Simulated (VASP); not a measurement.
The system is CuO.

```
CELL_PARAMETERS angstrom
-2.34185 1.71130 0.00000
0.85003 0.00000 -5.05787
-2.34185 -5.13390 0.00000
ATOMIC_POSITIONS crystal
Cu 0.24800 0.00060 0.24330
Cu 0.74800 0.00060 0.74330
Cu 0.99800 0.50060 0.49330
Cu 0.49800 0.50060 0.99330
O 0.70720 0.75060 0.28410
O 0.20720 0.75060 0.78410
O 0.78880 0.25060 0.20250
O 0.30482 0.24579 0.75612
```

Base run:

```yaml
Program: VASP 6.6.1
Functional: PBEsol
Potentials_or_basis: VASP PAW PBE potentials, release 64 (Cu, O)
Cutoff: 520 eV
k_mesh: 9 × 5 × 5
Occupations: fermi-dirac, width 0.05 eV
Spin: no spin polarisation
Hubbard_terms: Cu d U = 4.5 eV
```

Its results: band gap on the k mesh zero (bands 34 and 35 overlap by 0.62 eV); pressure -2.6 GPa; largest force 2.364 eV/Å.

Question: The run is repeated on the same cell with these changes: hubbard terms from Cu d U = 4.5 eV to none; further incar settings from ALGO = Fast; EDIFF = 1e-07; NBANDS = 44 to ALGO = Normal; EDIFF = 1e-06; NBANDS = 44. What comes out?

Answer: Band gap on the k mesh zero (bands 34 and 35 overlap by 0.51 eV); pressure 1.2 GPa; largest force 2.563 eV/Å.

Caveats: the PAW data sets were made with another functional, which shifts forces and pressure a little; U without spin polarisation on a metal has little footing (at least some runs); semilocal functionals often make such compounds metallic where correlation or magnetic order opens a gap, which also shifts bond lengths (at least some runs).
